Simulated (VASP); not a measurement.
Write the native input for VASP 6.6.1 that does the following.

| Item | Value |
| --- | --- |
| Task | relaxation of cell and atoms |
| Functional | LDA |
| Potentials or basis | VASP PAW LDA potentials, release 64 (In_d, Se) |
| Cutoff | 600 eV |
| k mesh | 12 × 12 × 2 |
| Occupations | gaussian, width 0.02 eV |
| Spin | no spin polarisation |
| Dipole correction | no |
| Further INCAR settings | ALGO = Normal; EDIFF = 1e-07; IBRION = 2; EDIFFG = -0.005; NSW = 70; ISIF = 3 |

The structure of InSe lies in POSCAR:

```
InSe
1.0
    4.0317714946      0.0000000000      0.0000000000
   -2.0158857473      3.4916165366      0.0000000000
    0.0000000000      0.0000000000     16.7623716164
In Se
4 4
Direct
    0.3333333333      0.6666666667      0.1666581957
    0.6666666667      0.3333333333      0.6666581957
    0.3333333333      0.6666666667      0.3333418043
    0.6666666667      0.3333333333      0.8333418043
    0.3333333333      0.6666666667      0.5898711349
    0.6666666667      0.3333333333      0.0898711349
    0.3333333333      0.6666666667      0.9101288651
    0.6666666667      0.3333333333      0.4101288651
```

These files were run (other wordings do the same):

INCAR

```
ALGO = Normal
EDIFF = 1E-7
EDIFFG = -0.005
ENCUT = 600
GGA = CA
IBRION = 2
ISIF = 3
ISMEAR = 0
KPAR = 4
LASPH = T
LCHARG = F
LREAL = F
LWAVE = F
NELM = 80
NSW = 70
PREC = Accurate
SIGMA = 0.02
```

KPOINTS

```
k-points
0
Gamma
  12 12 2
```

Potentials or basis: VASP PAW LDA potentials, release 64 (In_d, Se).

Command:

```console
$ cat potpaw_LDA.64/In_d/POTCAR potpaw_LDA.64/Se/POTCAR > POTCAR
$ mpirun -np 4 vasp_std > vasp.out
```

It gave:

The relaxed volume is 28.11 Å³/atom, the relaxed cell is a = 3.969 Å, b = 3.969 Å, c = 16.480 Å, α = 90.00°, β = 90.00°, γ = 120.00° and the space group after relaxing (to 0.1 Å) is P6_3/mmc (No. 194). The energy gained by relaxing is 9.7 meV/atom, the ionic steps are 12 and the pressure after relaxing is 0.0 GPa. The band gap on the k mesh is 0.29 eV.

Caveat: spin-orbit coupling is left out, which moves the levels of the heavy elements.

Wall time 28 min on 4 MPI ranks on Oxide Virtual Turin-like Processor, with other jobs on the host, peak memory 0.56 GiB a rank.
